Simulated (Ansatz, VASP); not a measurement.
## Si16Ge in VASP and in Ansatz

```
CELL_PARAMETERS angstrom
0.00000 5.43000 5.43000
5.43000 0.00000 5.43000
5.43000 5.43000 0.00000
ATOMIC_POSITIONS crystal
Si 0.97578 0.07329 0.97553
Si 0.12741 0.13862 0.12717
Si 0.01826 0.98691 0.49748
Si 0.12742 0.13861 0.60693
Si 0.01218 0.51048 0.01194
Si 0.10230 0.69369 0.10206
Si 0.01217 0.51047 0.46553
Si 0.15982 0.61499 0.61267
Si 0.49772 0.98693 0.01800
Si 0.60718 0.13858 0.12718
Si 0.49772 0.98693 0.49748
Si 0.64973 0.05142 0.64948
Si 0.46581 0.51045 0.01192
Si 0.61293 0.61501 0.15954
Si 0.52313 0.43122 0.52289
Si 0.61292 0.61502 0.61267
Ge 0.81241 0.56350 0.81212
```

Alike in both runs: functional PBE; k mesh 2 × 2 × 2; occupations gaussian, width 0.02 eV; no spin polarisation.

Ansatz relaxed the structure, and its values are those at the end. VASP's run is a single point on that final structure, the one shown.

|  | VASP | Ansatz |
| --- | --- | --- |
| version | VASP 6.6.1 | Ansatz 0.2.0 |
| potentials or method | VASP PAW PBE potentials, release 64 (Si, Ge_d), cutoff 520 eV | scalar-relativistic, plane waves, PAW |
| valence electrons in the cell | 78 | 78 |

Ansatz gave:

| Item | Value |
| --- | --- |
| rms of the force components (eV/Å) | 0.008 |

Q: What did VASP give for the same quantities?

A: rms of the force components (eV/Å): 0.009.

The k mesh is coarse, so the values compare programs but aren't converged.
